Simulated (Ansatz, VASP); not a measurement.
**WS2: VASP beside Ansatz**

```
W S
1.0
     1.57900    0.91164    6.16333
    -1.57900    0.91164    6.16333
     0.00000   -1.82327    6.16333
W S
1 2
Direct
  0.01120 0.01120 0.92893
  0.75030 0.75030 0.75030
  0.58100 0.58100 0.58100
```

Alike in both runs: task single point; functional PBEsol; dispersion D3(BJ); k mesh 12 × 12 × 12; occupations gaussian, width 0.05 eV; no spin polarisation.

|  | VASP | Ansatz |
| --- | --- | --- |
| version | VASP 6.6.1 | Ansatz 0.2.0 |
| potentials or method | VASP PAW PBE potentials, release 64 (W_sv, S), cutoff 520 eV | scalar-relativistic, plane waves, PAW |
| valence electrons in the cell | 26 | 26 |

|  | VASP | Ansatz | Ansatz less VASP |
| --- | --- | --- | --- |
| gap on the k mesh at the Fermi level (eV) | none | none | - |
| pressure (GPa) | 5.1 | 4.9 | -0.13 |
| traceless stress, the component that is largest in VASP (GPa) | 7.32 | 7.35 | +0.025 |
| rms of the force components (eV/Å) | 3.894 | 3.872 | -0.0219 |

VASP's potentials were made for PBE, not for PBEsol. Atom by atom the forces differ by 0.025 eV/Å (rms over components). A gap of «none» marks a metal or a gap that the smearing closes.

Spin-orbit coupling is off throughout.
